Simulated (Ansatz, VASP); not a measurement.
# CsBr in VASP and in Ansatz

```
Cs Br
1.0
     4.32562    0.00000    0.00000
     0.00000    4.32562    0.00000
     0.00000    0.00000    4.32562
Cs Br
1 1
Cartesian
  0.0000 0.0000 0.0000
  2.1628 2.1628 2.1628
```

Change from the starting cell: volume scaled by 1, crystal datasets.

Alike in both runs: task electric field gradients; functional PBE; k mesh 7 × 7 × 7; occupations fermi-dirac, width 0.03 eV; no spin polarisation.

|  | VASP | Ansatz |
| --- | --- | --- |
| version | VASP 6.6.1 | Ansatz 0.2.0 |
| potentials or method | VASP PAW PBE potentials, release 64 (Cs_sv, Br), cutoff 400 eV | all-electron PAW with datasets made for the crystal, scalar-relativistic |

Ansatz gave:

```
gap on the k mesh at the Fermi level (eV) : 4.43
pressure (GPa)                            : 0.6
```

Which values does VASP return?

gap on the k mesh at the Fermi level (eV): 4.42; pressure (GPa): 0.6.

Ansatz ran all-electron here, and VASP with PAW potentials.

Neither program's run includes spin-orbit coupling.
